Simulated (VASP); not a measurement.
# KF (Pm-3m) in VASP: a series of runs

KF is run at these levels: PBEsol, PBE; tasks: single point.

Everything below comes from runs of VASP 6.6.1. Logs are shortened: lines on timing, memory, paths and dates and some standing lists are left out, and cuts for length are marked.

**1. The cell of the first run**

The structure is cubic, space group Pm-3m (No. 221). Conventional cell: a = 3.176 Å, b = 3.176 Å, c = 3.176 Å, α = 90.00°, β = 90.00°, γ = 90.00°. Within 3.6 Å of K (site symmetry m-3m) lie 8 F at 2.75 Å and 6 K at 3.18 Å. F (site symmetry m-3m) has 8 K at 2.75 Å and 6 F at 3.18 Å within 3.6 Å.

**2. Single point, PBEsol**

The input, INCAR:

```
SYSTEM = KF
PREC     = Accurate       ! precision mode
ENCUT    = 520            ! plane-wave cutoff, eV
EDIFF    = 1E-6           ! SCF threshold, eV
ISMEAR   = -1             ! smearing method
SIGMA    = 0.02           ! smearing width, eV
LREAL    = .FALSE.        ! projectors in reciprocal space
LASPH    = .TRUE.         ! aspherical terms in the spheres
NELM     = 100            ! most SCF steps
ALGO     = Normal         ! electronic algorithm
ISIF     = 2              ! what is computed and relaxed
LWAVE    = .FALSE.        ! write WAVECAR
LCHARG   = .TRUE.         ! write CHGCAR
GGA      = PS             ! functional
LELF     = .TRUE.         ! ELF
LVHAR    = .TRUE.       
NBANDS   = 15             ! bands
```

The input, KPOINTS:

```
Automatic mesh
0
G
  8 8 8
  0 0 0
```

The input, POSCAR:

```
KF
1.0
    3.1764638428      0.0000000000      0.0000000000
    0.0000000000      3.1764638428      0.0000000000
    0.0000000000      0.0000000000      3.1764638428
K F
1 1
Direct
    0.0000000000      0.0000000000      0.0000000000
    0.5000000000      0.5000000000      0.5000000000
```

Potentials or basis: VASP PAW PBE potentials, release 64 (K_sv, F).

The run is started by

```bash
> cat potpaw_PBE.64/K_sv/POTCAR potpaw_PBE.64/F/POTCAR > POTCAR
> mpirun -np 1 vasp_std > vasp.out
```

OUTCAR:

```text
SYSTEM = KF
   PREC = Accurate
   ENCUT = 520
   EDIFF = 1E-6
   ISMEAR = -1
   LREAL = .FALSE.
   LASPH = .TRUE.
   NELM = 100
   ISIF = 2
   GGA = PS

 ion  position               nearest neighbor table
   1  0.000  0.000  0.000-   2 2.75   2 2.75   2 2.75   2 2.75   2 2.75   2 2.75   2 2.75   2 2.75

   2  0.500  0.500  0.500-   1 2.75   1 2.75   1 2.75   1 2.75   1 2.75   1 2.75   1 2.75   1 2.75

  LATTYP: Found a simple cubic cell.
 ALAT       =     3.1764638428

  Lattice vectors:

 A1 = (   3.1764638428,   0.0000000000,   0.0000000000)
 A2 = (   0.0000000000,   3.1764638428,   0.0000000000)
 A3 = (   0.0000000000,   0.0000000000,   3.1764638428)

Analysis of symmetry for initial positions (statically):
=====================================================================
 Subroutine PRICEL returns:
 Original cell was already a primitive cell.

 Routine SETGRP: Setting up the symmetry group for a
 simple cubic supercell.

 Subroutine GETGRP returns: Found 48 space group operations
 (whereof 48 operations were pure point group operations)
 out of a pool of 48 trial point group operations.

The static configuration has the point symmetry O_h .

Analysis of symmetry for dynamics (positions and initial velocities):
=====================================================================
 Subroutine PRICEL returns:
 Original cell was already a primitive cell.

 Routine SETGRP: Setting up the symmetry group for a
 simple cubic supercell.

 Subroutine GETGRP returns: Found 48 space group operations
 (whereof 48 operations were pure point group operations)
 out of a pool of 48 trial point group operations.

The dynamic configuration has the point symmetry O_h .

 Subroutine INISYM returns: Found 48 space group operations
 (whereof 48 operations are pure point group operations),
 and found     1 'primitive' translations

----------------------------------------------------------------------------------------

                                     Primitive cell

  volume of cell :      32.0503

  direct lattice vectors                    reciprocal lattice vectors
     3.176463843  0.000000000  0.000000000     0.314815483  0.000000000  0.000000000
     0.000000000  3.176463843  0.000000000     0.000000000  0.314815483  0.000000000
     0.000000000  0.000000000  3.176463843     0.000000000  0.000000000  0.314815483

  length of vectors
     3.176463843  3.176463843  3.176463843     0.314815483  0.314815483  0.314815483

  position of ions in fractional coordinates (direct lattice)
     0.000000000  0.000000000  0.000000000
     0.500000000  0.500000000  0.500000000

  ion indices of the primitive-cell ions
   primitive index   ion index
                 1           1
                 2           2

----------------------------------------------------------------------------------------

 KPOINTS: Automatic mesh

Automatic generation of k-mesh.
 Grid dimensions read from file:
 generate k-points for:    8    8    8

 Generating k-lattice:

  Cartesian coordinates                     Fractional coordinates (reciprocal lattice)
     0.039351935  0.000000000  0.000000000     0.125000000  0.000000000  0.000000000
     0.000000000  0.039351935  0.000000000     0.000000000  0.125000000  0.000000000
     0.000000000  0.000000000  0.039351935     0.000000000  0.000000000  0.125000000

  Length of vectors
     0.039351935  0.039351935  0.039351935

  Shift w.r.t. Gamma in fractional coordinates (k-lattice)
     0.000000000  0.000000000  0.000000000

 Subroutine IBZKPT returns following result:
 ===========================================

 Found     35 irreducible k-points:

 Following reciprocal coordinates:
            Coordinates               Weight
  0.000000  0.000000  0.000000      1.000000
  0.125000  0.000000  0.000000      6.000000
  0.250000  0.000000  0.000000      6.000000
  0.375000  0.000000  0.000000      6.000000
  0.500000  0.000000  0.000000      3.000000
  0.125000  0.125000  0.000000     12.000000
[... 16 lines left out ...]
  0.375000  0.375000  0.125000     24.000000
  0.500000  0.375000  0.125000     24.000000
 [... further k-points ...]
   k-points           NKPTS =     35   k-points in BZ     NKDIM =     35   number of bands    NBANDS=     15
   number of dos      NEDOS =    301   number of ions     NIONS =      2
   total plane-waves  NPLWV =  13824
   dimension x,y,z NGX =    24 NGY =   24 NGZ =   24
   dimension x,y,z NGXF=    48 NGYF=   48 NGZF=   48
   ions per type =               1   1
   NGX,Y,Z   is equivalent  to a cutoff of  12.56, 12.56, 12.56 a.u.
   NGXF,Y,Z  is equivalent  to a cutoff of  25.12, 25.12, 25.12 a.u.
 SYSTEM =  KF
   PREC   = accura    normal or accurate (medium, high low for compatibility)
   ISTART =      0    job   : 0-new  1-cont  2-samecut
   ICHARG =      2    charge: 1-file 2-atom 10-const
   ISPIN  =      1    spin polarized calculation?
   LNONCOLLINEAR =      F non collinear calculations
   LSORBIT =      F    spin-orbit coupling
   LASPH  =      T    aspherical Exc in radial PAW
   ENCUT  =  520.0 eV  38.22 Ry    6.18 a.u.   5.91  5.91  5.91*2*pi/ulx,y,z
   NELM   =    100;   NELMIN=  2; NELMDL= -5     # of ELM steps
   EDIFF  = 0.1E-05   stopping-criterion for ELM
   LREAL  =      F    real-space projection
   EDIFFG = 0.1E-04   stopping-criterion for IOM
   NSW    =      0    number of steps for IOM
   IBRION =     -1    ionic relax: 0-MD 1-quasi-New 2-CG
   NFREE  =      0    steps in history (QN), initial steepest desc. (CG)
   ISIF   =      2    stress and relaxation
   ISYM   =      2    0-nonsym 1-usesym 2-fastsym
   POTIM  = 0.5000    time-step for ionic-motion
   TEBEG  =    0.0;   TEEND  =   0.0 temperature during run
   PSTRESS=    0.0 pullay stress
   NELECT =      16.0000    total number of electrons
   NUPDOWN=      -1.0000    fix difference up-down
   EMIN   =  10.00;   EMAX   =-10.00  energy-range for DOS
   EFERMI =   0.00;   METHOD = LEGACY
   ISMEAR =    -1;   SIGMA  =   0.02  broadening in eV -4-tet -1-fermi 0-gaus
   EFERMI_NEDOS =   21; number of points for ismear=-14 and -15
   IALGO  =     38    algorithm
   IMIX   =      4    mixing-type and parameters
     AMIX     =   0.40;   BMIX     =  1.00
     AMIX_MAG =   1.60;   BMIX_MAG =  1.00
  volume/ion in A,a.u.               =      16.03       108.14
  Fermi-wavevector in a.u.,A,eV,Ry     =   1.298686  2.454161 22.947395  1.686586
  Thomas-Fermi vector in A             =   2.429999
   LORBIT       =      0    0 simple, 1 ext, 2 COOP (PROOUT), +10 PAW based schemes
   GGA     = PS    functional components
   LHFCALC =     F    Hartree Fock is set to
   AEXX    =    0.0000 exact exchange contribution
   IVDW    =     0    specifies the selected vdW correction
   LEPSILON=     F    determine dielectric tensor
   LRPA    =     F    only Hartree local field effects (RPA)
 non-spin polarized calculation
  energy-cutoff  :      520.00
  volume of cell :       32.05
 maximum number of plane-waves:       912
 NGX is ok and might be reduce to    24
   NGX = 11   NGY = 11   NGZ = 11

 number of electron      15.9999985 magnetization

 Free energy of the ion-electron system (eV)
  ---------------------------------------------------
  ext. energy  EPLUGINS =         0.00000000
  ---------------------------------------------------
  free energy    TOTEN  =        -8.35631999 eV

  energy without entropy =       -8.35631999  energy(sigma->0) =       -8.35631999

 E-fermi :  -1.4411     XC(G=0):  -9.6530

 val. band max:       -1.9066886350   @ k =   0.5000   0.5000   0.0000
 cond. band min:       4.7289700389   @ k =   0.0000   0.0000   0.0000
 fundamental gap:      6.6356586739
 Fermi energy:        -1.4410842650

 k-point     1 :       0.0000    0.0000    0.0000
  band No.  band energies     occupation
      1     -28.5749      2.00000
      2     -20.7493      2.00000
      3     -11.5597      2.00000
      4     -11.5597      2.00000
      5     -11.5597      2.00000
      6      -1.9427      2.00000
      7      -1.9427      2.00000
      8      -1.9427      2.00000
      9       4.7290      0.00000
     10       6.3761      0.00000
     11       6.3761      0.00000
     12      12.4264      0.00000
     13      12.4264      0.00000
     14      12.4264      0.00000
     15      19.9741      0.00000

 k-point     2 :       0.1250    0.0000    0.0000
  band No.  band energies     occupation
      1     -28.5500      2.00000
      2     -20.7578      2.00000
      3     -11.6885      2.00000
      4     -11.5388      2.00000
      5     -11.5388      2.00000
      6      -2.1751      2.00000
      7      -1.9643      2.00000
      8      -1.9643      2.00000
      9       5.1738      0.00000
     10       6.5075      0.00000
     11       6.7804      0.00000
     12      12.1400      0.00000
     13      12.1400      0.00000
     14      12.4799      0.00000
     15      18.7257      0.00000

 k-point     3 :       0.2500    0.0000    0.0000
  band No.  band energies     occupation
      1     -28.4889      2.00000
      2     -20.7791      2.00000
      3     -11.9827      2.00000
      4     -11.4876      2.00000
      5     -11.4876      2.00000
      6      -2.6723      2.00000
      7      -2.0180      2.00000
      8      -2.0180      2.00000
      9       6.2385      0.00000
     10       6.8588      0.00000
     11       7.8314      0.00000
     12      11.5567      0.00000
     13      11.5567      0.00000
     14      12.6135      0.00000
     15      17.2206      0.00000
[... 343 lines left out ...]
 k-point    23 :       0.3750    0.3750    0.1250
  band No.  band energies     occupation
      1     -28.2843      2.00000
      2     -20.6816      2.00000
      3     -12.3576      2.00000
      4     -12.3010      2.00000
      5     -11.4982      2.00000
      6      -2.6856      2.00000
      7      -2.5448      2.00000
      8      -2.1086      2.00000
      9       7.4060      0.00000
     10       7.9078      0.00000
     11      10.1218      0.00000
     12      10.2155      0.00000
     13      11.2266      0.00000
     14      11.9007      0.00000
     15      16.0263      0.00000

 k-point    24 :       0.5000    0.3750    0.1250
  band No.  band energies     occupation
      1     -28.2630      2.00000
      2     -20.6635      2.00000
      3     -12.4704      2.00000
      4     -12.3412      2.00000
      5     -11.4792      2.00000
      6      -2.6908      2.00000
      7      -2.5703      2.00000
      8      -2.0984      2.00000
      9       7.2282      0.00000
     10       7.8682      0.00000
     11       9.9462      0.00000
     12      10.1620      0.00000
     13      11.6048      0.00000
     14      13.0871      0.00000
     15      15.0984      0.00000

 [... further k-points ...]
[... 5 lines left out ...]
  --------------------------------------------------------------------------------------
  -------------------------------------------------------------------------------------
  Total        0.0126747      0.0126747      0.0126747      0.0000000     -0.0000000     -0.0000000
  in kB        0.6336011      0.6336011      0.6336011      0.0000000     -0.0000000     -0.0000000
  external PRESSURE =       0.6336011 kB  Pullay stress =       0.0000000 kB

 VOLUME and BASIS-vectors are now :
 -----------------------------------------------------------------------------
  energy-cutoff  :      520.00
  volume of cell :       32.05
      direct lattice vectors                 reciprocal lattice vectors
     3.176463843  0.000000000  0.000000000     0.314815483  0.000000000  0.000000000
     0.000000000  3.176463843  0.000000000     0.000000000  0.314815483  0.000000000
     0.000000000  0.000000000  3.176463843     0.000000000  0.000000000  0.314815483

 POSITION                                       TOTAL-FORCE (eV/Angst)
 -----------------------------------------------------------------------------------
      0.00000      0.00000      0.00000         0.000000      0.000000      0.000000
      1.58823      1.58823      1.58823         0.000000      0.000000      0.000000
 -----------------------------------------------------------------------------------
    total drift:                                0.000000      0.000000     -0.000000

  FREE ENERGIE OF THE ION-ELECTRON SYSTEM (eV)
  ---------------------------------------------------
  free  energy   TOTEN  =        -8.3563199919 eV

  energy  without entropy=       -8.3563199919  energy(sigma->0) =       -8.35631999
```

Run time: 8.5 s. Hardware: 1 thread of Intel Xeon 6975P-C (Granite Rapids), shared host; peak memory 0.14 GiB.

Results:

```yaml
Free_energy: -8.3563 eV
Pressure: 0.1 GPa
Band_gap_on_the_k_mesh: 6.64 eV, indirect (least direct gap 6.67 eV)
```

Caveat: the PAW data sets were made with another functional, which shifts forces and pressure a little. A k mesh can miss the band edges.

**3. Single point, PBE**

This run uses another cell than the first one, of 17.30 Å³/atom, 1.080 times its volume.

The input, INCAR:

```
PREC = Accurate
ENCUT = 520
EDIFF = 1E-6
ISMEAR = -1
SIGMA = 0.02
LREAL = F
LASPH = T
NELM = 60
ALGO = Normal
ISIF = 2
LWAVE = F
LCHARG = T
GGA = PE
LELF = T
LVHAR = T
NBANDS = 15
```

The input, KPOINTS:

```
Automatic mesh
0
Gamma
  8 8 8
```

The input, POSCAR:

```
KF
1.0
    3.2587185843      0.0000000000      0.0000000000
    0.0000000000      3.2587185843      0.0000000000
    0.0000000000      0.0000000000      3.2587185843
K F
1 1
Direct
    0.0000000000      0.0000000000      0.0000000000
    0.5000000000      0.5000000000      0.5000000000
```

Potentials or basis: VASP PAW PBE potentials, release 64 (K_sv, F).

The run is started by

```bash
> cat potpaw_PBE.64/K_sv/POTCAR potpaw_PBE.64/F/POTCAR > POTCAR
> mpirun -np 1 vasp_std > vasp.out
```

Wall time 8.8 s (1 thread of Intel Xeon 6975P-C (Granite Rapids), shared host); peak memory 0.14 GiB.

The run converged. Its results:

```
Free energy            : -8.0936 eV
Pressure               : 0.0 GPa
Band gap on the k mesh : 6.26 eV, indirect (least direct gap 6.31 eV)
```

Levels at points of the mesh, in eV from the valence-band top:
```
           k point  band 6  band 7  band 8  band 9  band 10  band 11
(0.00, 0.00, 0.00)   -0.05   -0.05   -0.05    6.26     8.29     8.29
(0.50, 0.00, 0.00)   -1.22   -0.16   -0.16    9.28     9.35    10.87
(0.50, 0.50, 0.00)   -0.62   -0.62    0.00    8.46     8.97    11.86
(0.50, 0.50, 0.50)   -1.03   -1.03   -1.03   10.43    10.43    10.43
```

A k mesh can miss the band edges. Expect the measured gap to be larger: semilocal functionals such as PBE lack the derivative discontinuity.
